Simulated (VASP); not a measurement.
Here is a VASP 6.6.1 calculation.

INCAR

```
SYSTEM = Yb
PREC = Accurate
ENCUT = 520
EDIFF = 1E-6
ISMEAR = -1
SIGMA = 0.05
LREAL = .FALSE.
LASPH = .TRUE.
NELM = 150
ALGO = Normal
ISIF = 2
LWAVE = .FALSE.
LCHARG = .TRUE.
ISPIN = 2
MAGMOM = 1.25 1.25
LORBIT = 11
NUPDOWN = 2.5
LMAXMIX = 6
GGA = PE
LELF = .TRUE.
LVHAR = .TRUE.
NBANDS = 35
```

KPOINTS

```
regular mesh
0
G
  7 7 4
  0 0 0
```

POSCAR

```
Yb
1.0
    3.8799000000      0.0000000000      0.0000000000
   -1.9399500000      3.3600919641      0.0000000000
    0.0000000000      0.0000000000      6.3859000000
Yb
2
Direct
    0.6666666667      0.3333333333      0.7500000000
    0.3333333333      0.6666666667      0.2500000000
```

Potentials or basis: VASP PAW PBE potentials, release 64 (Yb).

Run with:

```console
$ cat potpaw_PBE.64/Yb/POTCAR > POTCAR
$ mpirun -np 1 vasp_std > vasp.out
```

(1) Estimate the pressure.

Results:

(1) -2.6 GPa.

Caveat: the total moment is fixed, so each spin has its own Fermi level and the state may be an excited one.
